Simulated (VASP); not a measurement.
Write the native input for VASP 6.6.1 that does the following.

```yaml
Task: single point
Functional: PBEsol
Potentials_or_basis: VASP PAW PBE potentials, release 64 (Mo_sv)
Cutoff: 520 eV
k_mesh: 18 × 18 × 18
Occupations: gaussian, width 0.15 eV
Spin: no spin polarisation
Dipole_correction: no
Further_INCAR_settings: ALGO = Normal; EDIFF = 1e-06; NBANDS = 13
```

The structure of Mo lies in POSCAR:

```
Mo
1.0
    2.6671226373      0.0000000000      0.0000000000
   -1.3335613186      2.3097959589      0.0000000000
    0.0000000000      0.0000000000      2.4913011825
Mo
1
Direct
    0.0000000000      0.0000000000      0.5000000000
```

This isn't the form of Mo at room conditions, which is bcc.

This cell differs from its parent crystal: strain -0.025 along x and y, -0.025 along z.

These files were run (other wordings do the same):

INCAR

```
PREC = Accurate ; ENCUT = 520
EDIFF = 1E-6 ; ISMEAR = 0
SIGMA = 0.15 ; LREAL = False
LASPH = True ; NELM = 80
ALGO = Normal ; ISIF = 2
LWAVE = False ; LCHARG = False
GGA = PS ; NBANDS = 13
```

KPOINTS

```
Automatic mesh
0
Gamma
  18 18 18
```

Potentials or basis: VASP PAW PBE potentials, release 64 (Mo_sv).

Launch:

```sh
$ cat potpaw_PBE.64/Mo_sv/POTCAR > POTCAR
$ mpirun -np 1 vasp_std > vasp.out
```

It gave:

- Pressure: 15.8 GPa
- Band gap on the k mesh: zero (bands 7 and 8 overlap by 2.07 eV)

Caveat: the cell differs from its parent crystal (strain -0.025 along x and y, -0.025 along z); the cell stands under pressure; the PAW data sets were made with another functional, which shifts forces and pressure a little.

It took 41 s on 1 thread of Intel(R) Xeon(R) Platinum 8488C (Sapphire Rapids), with other jobs on the host, peak memory 0.18 GiB.
